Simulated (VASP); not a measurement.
# Hf2Cu (I4/mmm) in VASP: single point with LDA

Aim: the single point of Hf2Cu with LDA.

All numbers are computed with VASP 6.6.1; they aren't measurements. Logs are shortened: lines on timing, memory, paths and dates and some standing lists are left out, and cuts for length are marked.

### 1 The cell of the first run

The structure is tetragonal, space group I4/mmm (No. 139). The conventional cell has a = 3.106 Å, b = 3.106 Å, c = 10.859 Å, α = 90.00°, β = 90.00°, γ = 90.00°. Within 3.8 Å of Hf (site symmetry 4mm) lie 5 Cu at 2.77 to 3.74 Å and 9 Hf at 3.01 to 3.37 Å. Within 3.8 Å of Cu (site symmetry 4/mmm) lie 10 Hf at 2.77 to 3.74 Å and 4 Cu at 3.11 Å.

### 2 Single point, LDA

Input file INCAR:

```
SYSTEM = Hf2Cu
  PREC = Accurate
  ENCUT = 520
  EDIFF = 1E-6
  ISMEAR = 0
  SIGMA = 0.1
  LREAL = .False.
  LASPH = .True.
  NELM = 100
  ALGO = Fast
  ISIF = 2
  LWAVE = .False.
  LCHARG = .False.
  GGA = CA
  NBANDS = 22
```

Input file KPOINTS:

```
Automatic mesh
0
Gamma
  18 18 18
  0 0 0
```

Input file POSCAR:

```
Hf2Cu
1.0
   -1.5529293001      1.5529293001      5.4294687924
    1.5529293001     -1.5529293001      5.4294687924
    1.5529293001      1.5529293001     -5.4294687924
Hf Cu
2 1
Direct
    0.3446081186      0.3446081186      0.0000000000
    0.6553918814      0.6553918814      0.0000000000
    0.0000000000      0.0000000000      0.0000000000
```

Potentials or basis: VASP PAW LDA potentials, release 64 (Hf_pv, Cu).

The run is started by

```
> cat potpaw_LDA.64/Hf_pv/POTCAR potpaw_LDA.64/Cu/POTCAR > POTCAR
> mpirun -np 1 vasp_std > vasp.out
```

OUTCAR:

```text
SYSTEM = Hf2Cu
   PREC = Accurate
   ENCUT = 520
   EDIFF = 1E-6
   ISMEAR = 0
   LREAL = .False.
   LASPH = .True.
   NELM = 100
   ISIF = 2
   GGA = CA

 ion  position               nearest neighbor table
   1  0.345  0.345  0.000-   3 2.77   3 2.77   3 2.77   3 2.77   2 3.01   2 3.01   2 3.01   2 3.01
                             2 3.37
   2  0.655  0.655  0.000-   3 2.77   3 2.77   3 2.77   3 2.77   1 3.01   1 3.01   1 3.01   1 3.01
                             1 3.37
   3  0.000  0.000  0.000-   2 2.77   2 2.77   2 2.77   1 2.77   2 2.77   1 2.77   1 2.77   1 2.77

  LATTYP: Found a body centered tetragonal cell.
 ALAT       =     3.1058586002
 C/A-ratio  =     3.4962755819

  Lattice vectors:

 A1 = (  -1.5529293001,   1.5529293001,   5.4294687924)
 A2 = (   1.5529293001,  -1.5529293001,   5.4294687924)
 A3 = (   1.5529293001,   1.5529293001,  -5.4294687924)

Analysis of symmetry for initial positions (statically):
=====================================================================
 Subroutine PRICEL returns:
 Original cell was already a primitive cell.

 Routine SETGRP: Setting up the symmetry group for a
 body centered tetragonal supercell.

 Subroutine GETGRP returns: Found 16 space group operations
 (whereof 16 operations were pure point group operations)
 out of a pool of 16 trial point group operations.

The static configuration has the point symmetry D_4h.

Analysis of symmetry for dynamics (positions and initial velocities):
=====================================================================
 Subroutine PRICEL returns:
 Original cell was already a primitive cell.

 Routine SETGRP: Setting up the symmetry group for a
 body centered tetragonal supercell.

 Subroutine GETGRP returns: Found 16 space group operations
 (whereof 16 operations were pure point group operations)
 out of a pool of 16 trial point group operations.

The dynamic configuration has the point symmetry D_4h.

 Subroutine INISYM returns: Found 16 space group operations
 (whereof 16 operations are pure point group operations),
 and found     1 'primitive' translations

----------------------------------------------------------------------------------------

                                     Primitive cell

  volume of cell :      52.3746

  direct lattice vectors                    reciprocal lattice vectors
    -1.552929300  1.552929300  5.429468792     0.000000000  0.321972159  0.092090040
     1.552929300 -1.552929300  5.429468792     0.321972159  0.000000000  0.092090040
     1.552929300  1.552929300 -5.429468792     0.321972159  0.321972159  0.000000000

  length of vectors
     5.856817411  5.856817411  5.856817411     0.334883035  0.334883035  0.455337394

  position of ions in fractional coordinates (direct lattice)
     0.344608119  0.344608119  0.000000000
     0.655391881  0.655391881  0.000000000
     0.000000000  0.000000000  0.000000000

  ion indices of the primitive-cell ions
   primitive index   ion index
                 1           1
                 2           2
                 3           3

----------------------------------------------------------------------------------------

 KPOINTS: Automatic mesh

Automatic generation of k-mesh.
 Grid dimensions read from file:
 generate k-points for:   18   18   18

 Generating k-lattice:

  Cartesian coordinates                     Fractional coordinates (reciprocal lattice)
     0.000000000  0.017887342  0.005116113     0.055555556  0.000000000 -0.000000000
     0.017887342  0.000000000  0.005116113     0.000000000  0.055555556 -0.000000000
     0.017887342  0.017887342  0.000000000     0.000000000  0.000000000  0.055555556

  Length of vectors
     0.018604613  0.018604613  0.025296522

  Shift w.r.t. Gamma in fractional coordinates (k-lattice)
     0.000000000  0.000000000  0.000000000

 Subroutine IBZKPT returns following result:
 ===========================================

 Found    480 irreducible k-points:

 Following reciprocal coordinates:
            Coordinates               Weight
  0.000000  0.000000  0.000000      1.000000
  0.055556 -0.000000  0.000000      8.000000
  0.111111 -0.000000  0.000000      8.000000
  0.166667  0.000000  0.000000      8.000000
  0.222222  0.000000  0.000000      8.000000
  0.277778 -0.000000  0.000000      8.000000
[... 16 lines left out ...]
 -0.277778  0.055556  0.000000     16.000000
 -0.222222  0.055556  0.000000     16.000000
 [... further k-points ...]
   k-points           NKPTS =    480   k-points in BZ     NKDIM =    480   number of bands    NBANDS=     22
   number of dos      NEDOS =    301   number of ions     NIONS =      3
   total plane-waves  NPLWV = 110592
   dimension x,y,z NGX =    48 NGY =   48 NGZ =   48
   dimension x,y,z NGXF=    96 NGYF=   96 NGZF=   96
   ions per type =               2   1
   NGX,Y,Z   is equivalent  to a cutoff of  13.62, 13.62, 13.62 a.u.
   NGXF,Y,Z  is equivalent  to a cutoff of  27.25, 27.25, 27.25 a.u.
 SYSTEM =  Hf2Cu
   PREC   = accura    normal or accurate (medium, high low for compatibility)
   ISTART =      0    job   : 0-new  1-cont  2-samecut
   ICHARG =      2    charge: 1-file 2-atom 10-const
   ISPIN  =      1    spin polarized calculation?
   LNONCOLLINEAR =      F non collinear calculations
   LSORBIT =      F    spin-orbit coupling
   LASPH  =      T    aspherical Exc in radial PAW
   ENCUT  =  520.0 eV  38.22 Ry    6.18 a.u.  10.89 10.89 10.89*2*pi/ulx,y,z
   NELM   =    100;   NELMIN=  2; NELMDL= -5     # of ELM steps
   EDIFF  = 0.1E-05   stopping-criterion for ELM
   LREAL  =      F    real-space projection
   EDIFFG = 0.1E-04   stopping-criterion for IOM
   NSW    =      0    number of steps for IOM
   IBRION =     -1    ionic relax: 0-MD 1-quasi-New 2-CG
   NFREE  =      0    steps in history (QN), initial steepest desc. (CG)
   ISIF   =      2    stress and relaxation
   ISYM   =      2    0-nonsym 1-usesym 2-fastsym
   POTIM  = 0.5000    time-step for ionic-motion
   TEBEG  =    0.0;   TEEND  =   0.0 temperature during run
   PSTRESS=    0.0 pullay stress
   NELECT =      31.0000    total number of electrons
   NUPDOWN=      -1.0000    fix difference up-down
   EMIN   =  10.00;   EMAX   =-10.00  energy-range for DOS
   EFERMI =   0.00;   METHOD = LEGACY
   ISMEAR =     0;   SIGMA  =   0.10  broadening in eV -4-tet -1-fermi 0-gaus
   EFERMI_NEDOS =   21; number of points for ismear=-14 and -15
   IALGO  =     68    algorithm
   IMIX   =      4    mixing-type and parameters
     AMIX     =   0.40;   BMIX     =  1.00
     AMIX_MAG =   1.60;   BMIX_MAG =  1.00
  volume/ion in A,a.u.               =      17.46       117.81
  Fermi-wavevector in a.u.,A,eV,Ry     =   1.374533  2.597491 25.706043  1.889341
  Thomas-Fermi vector in A             =   2.499951
   LORBIT       =      0    0 simple, 1 ext, 2 COOP (PROOUT), +10 PAW based schemes
   GGA     = CA    functional components
   LHFCALC =     F    Hartree Fock is set to
   AEXX    =    0.0000 exact exchange contribution
   IVDW    =     0    specifies the selected vdW correction
   LEPSILON=     F    determine dielectric tensor
   LRPA    =     F    only Hartree local field effects (RPA)
 non-spin polarized calculation
 RMM-DIIS sequential band-by-band and
 Gauss-broadening in eV      SIGMA  =   0.10
  energy-cutoff  :      520.00
  volume of cell :       52.37
 maximum number of plane-waves:      1436
 NGX is ok and might be reduce to    48
   NGX = 21   NGY = 21   NGZ = 21

 number of electron      30.9999997 magnetization

 Free energy of the ion-electron system (eV)
  ---------------------------------------------------
  ext. energy  EPLUGINS =         0.00000000
  ---------------------------------------------------
  free energy    TOTEN  =       -26.57616655 eV

  energy without entropy =      -26.56911246  energy(sigma->0) =      -26.57263951

 E-fermi :   5.9867     XC(G=0): -12.1983

 val. band max:        5.9835759884   @ k =   0.3889   0.0556   0.0556
 cond. band min:       5.9876183880   @ k =  -0.1667   0.4444   0.0556
 fundamental gap:      0.0040423997
 Fermi energy:         5.9867315706

 k-point     1 :       0.0000    0.0000    0.0000
  band No.  band energies     occupation
      1     -24.6417      2.00000
      2     -24.1374      2.00000
      3     -24.1374      2.00000
      4     -23.9453      2.00000
      5     -23.8894      2.00000
      6     -23.8894      2.00000
[... 14 lines left out ...]
     21       9.3515      0.00000
     22       9.9521      0.00000

 k-point     2 :       0.0556   -0.0000    0.0000
  band No.  band energies     occupation
      1     -24.6376      2.00000
      2     -24.1630      2.00000
      3     -24.1341      2.00000
      4     -23.9379      2.00000
      5     -23.9059      2.00000
      6     -23.8898      2.00000
[... 14 lines left out ...]
     21       9.6809      0.00000
     22      10.1870      0.00000

 k-point     3 :       0.1111   -0.0000    0.0000
  band No.  band energies     occupation
      1     -24.6265      2.00000
      2     -24.2277      2.00000
      3     -24.1243      2.00000
      4     -23.9526      2.00000
      5     -23.9251      2.00000
      6     -23.8911      2.00000
[... 14 lines left out ...]
     21      10.1434      0.00000
     22      10.7537      0.00000
[... 476 lines left out ...]
 k-point    23 :      -0.2778    0.0556    0.0000
  band No.  band energies     occupation
      1     -24.6076      2.00000
      2     -24.4977      2.00000
      3     -24.1471      2.00000
      4     -24.0885      2.00000
      5     -23.9243      2.00000
      6     -23.9206      2.00000
[... 14 lines left out ...]
     21      10.6280      0.00000
     22      11.0489      0.00000

 k-point    24 :      -0.2222    0.0556    0.0000
  band No.  band energies     occupation
      1     -24.6031      2.00000
      2     -24.4039      2.00000
      3     -24.1129      2.00000
      4     -24.0911      2.00000
      5     -23.9140      2.00000
      6     -23.9114      2.00000
[... 14 lines left out ...]
     21      10.4544      0.00000
     22      11.1564      0.00000

 [... further k-points ...]

------------------------ aborting loop because EDIFF is reached ----------------------------------------

  FORCE on cell =-STRESS in cart. coord.  units (eV):
  Direction    XX          YY          ZZ          XY          YZ          ZX
  --------------------------------------------------------------------------------------
  -------------------------------------------------------------------------------------
  Total        0.0320471      0.0320471      0.0099956      0.0000000      0.0000000      0.0000000
  in kB        0.9803446      0.9803446      0.3057727      0.0000000      0.0000000      0.0000000
  external PRESSURE =       0.7554873 kB  Pullay stress =       0.0000000 kB

 VOLUME and BASIS-vectors are now :
 -----------------------------------------------------------------------------
  energy-cutoff  :      520.00
  volume of cell :       52.37
      direct lattice vectors                 reciprocal lattice vectors
    -1.552929300  1.552929300  5.429468792     0.000000000  0.321972159  0.092090040
     1.552929300 -1.552929300  5.429468792     0.321972159  0.000000000  0.092090040
     1.552929300  1.552929300 -5.429468792     0.321972159  0.321972159  0.000000000

 POSITION                                       TOTAL-FORCE (eV/Angst)
 -----------------------------------------------------------------------------------
      0.00000      0.00000      3.74208        -0.000000     -0.000000     -0.003227
      0.00000      0.00000      7.11686         0.000000      0.000000      0.003227
      0.00000      0.00000      0.00000         0.000000      0.000000      0.000000
 -----------------------------------------------------------------------------------
    total drift:                                0.000000     -0.000000     -0.000000

  FREE ENERGIE OF THE ION-ELECTRON SYSTEM (eV)
  ---------------------------------------------------
  free  energy   TOTEN  =       -26.5761665523 eV

  energy  without entropy=      -26.5691124607  energy(sigma->0) =      -26.57263951
```

It took 22 min on 1 thread of Intel Xeon 6975P-C (Granite Rapids), shared host; peak memory 0.69 GiB.

Results:

- Free energy: -26.5762 eV
- Pressure: 0.1 GPa
- Largest force: 0.003 eV/Å
- Band gap on the k mesh: zero (an odd number of electrons rules out a gap without spin polarisation)

Forces in eV/Å, atoms in the order of the input:
```
Hf   0.000  0.000 -0.003
Hf   0.000  0.000  0.003
Cu   0.000  0.000  0.000
```

Levels at points of the mesh, in eV from the Fermi level:
```tsv
k point	band 11	band 12	band 13	band 14	band 15	band 16	band 17	band 18	band 19	band 20
(0.00, 0.00, 0.00)	-3.52	-3.52	-3.38	-1.94	-0.80	0.55	2.47	2.47	2.65	3.36
(0.50, 0.00, 0.00)	-3.61	-3.57	-2.52	-1.63	-0.63	0.46	0.85	0.95	1.41	1.94
(0.50, 0.50, 0.00)	-3.02	-2.91	-2.54	-2.26	-1.23	-0.77	1.63	1.75	4.19	5.25
(0.50, 0.50, 0.50)	-3.52	-3.52	-3.38	-1.53	-1.03	0.32	1.43	1.43	3.41	4.42
```

Caveat: spin-orbit coupling is left out, which moves the levels of the heavy elements.
